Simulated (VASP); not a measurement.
Wanted: the native input for a VASP 6.6.1 run.

| Quantity | Value |
| --- | --- |
| Task | single point |
| Functional | PBE |
| Dispersion | D3(BJ) |
| Potentials or basis | VASP PAW PBE potentials, release 64 (P, B) |
| Cutoff | 520 eV |
| k mesh | 10 × 10 × 10 |
| Occupations | fermi-dirac, width 0.05 eV |
| Spin | no spin polarisation |
| Dipole correction | no |
| Further INCAR settings | ALGO = Normal; EDIFF = 1e-07; NBANDS = 11 |

The structure of BP lies in POSCAR:

```
BP
1.0
    0.0000000000      2.2533370439      2.2533370439
    2.2533370439      0.0000000000      2.2533370439
    2.2533370439      2.2533370439      0.0000000000
P B
1 1
Direct
    0.7500000000      0.7500000000      0.7500000000
    0.0000000000      0.0000000000      0.0000000000
```

The input as run:

INCAR

```
SYSTEM = BP
  PREC = Accurate
  ENCUT = 520
  EDIFF = 1E-7
  ISMEAR = -1
  SIGMA = 0.05
  LREAL = .False.
  LASPH = .True.
  NELM = 100
  ALGO = Normal
  ISIF = 2
  LWAVE = .False.
  LCHARG = .True.
  GGA = PE
  IVDW = 12
  LELF = .True.
  LVHAR = .True.
  NBANDS = 11
```

KPOINTS

```
regular mesh
0
Gamma
  10 10 10
  0 0 0
```

Potentials or basis: VASP PAW PBE potentials, release 64 (P, B).

Run with:

```bash
$ cat potpaw_PBE.64/P/POTCAR potpaw_PBE.64/B/POTCAR > POTCAR
$ mpirun -np 1 vasp_std > vasp.out
```

It gave:

```
Pressure                   : -0.2 GPa
Band gap on the k mesh     : 1.21 eV, indirect (least direct gap 3.43 eV)
Dispersion energy per atom : -0.330 eV
```

Run time: 14 s on 1 thread of AMD EPYC 7R43 64-Core Processor (Zen 3), on a shared host, peak memory 0.11 GiB.
